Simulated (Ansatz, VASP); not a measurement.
## Cu6HAu2 in VASP and in Ansatz

```xyz
9
Lattice="7.5106 0.0000 0.0000 0.0000 3.8129 0.0000 0.0000 0.0000 3.9007" Properties=species:S:1:pos:R:3 pbc="T T T"
Cu    3.7553    1.9064    1.9503
Cu    0.0000    1.9064    1.9503
Cu    1.9391    0.0000    1.9503
Cu    5.5715    0.0000    1.9503
Cu    1.9070    1.9064    0.0000
Cu    5.6036    1.9064    0.0000
Au    0.0000    0.0000    0.0000
Au    3.7553    0.0000    0.0000
H     0.0000    0.0000    1.9503
```

Alike in both runs: functional PBE; k mesh 4 × 8 × 8; occupations gaussian, width 0.1 eV; no spin polarisation.

Ansatz relaxed the structure, and its values are those at the end. VASP's run is a single point on that final structure, the one shown.

```csv
,VASP,Ansatz
version,VASP 6.6.1,Ansatz 0.2.0
potentials or method,"VASP PAW PBE potentials, release 64 (Cu, Au, H), cutoff 520 eV","scalar-relativistic, plane waves, PAW"
valence electrons in the cell,89,153
```

```tsv
	VASP	Ansatz	Ansatz less VASP
gap on the k mesh at the Fermi level (eV)	none	none	-
pressure (GPa)	0.2	0.0	-0.21
rms of the force components (eV/Å)	0.002	0.003	+0.0015
```

A gap of «none» marks a metal or a gap that the smearing closes. The functional is the same, so the differences come from potentials, cutoffs and numerics. VASP's potentials hold 89 valence electrons a cell and Ansatz's 153, so a difference there can come from the potentials and not from the codes.

Spin-orbit coupling is off throughout.
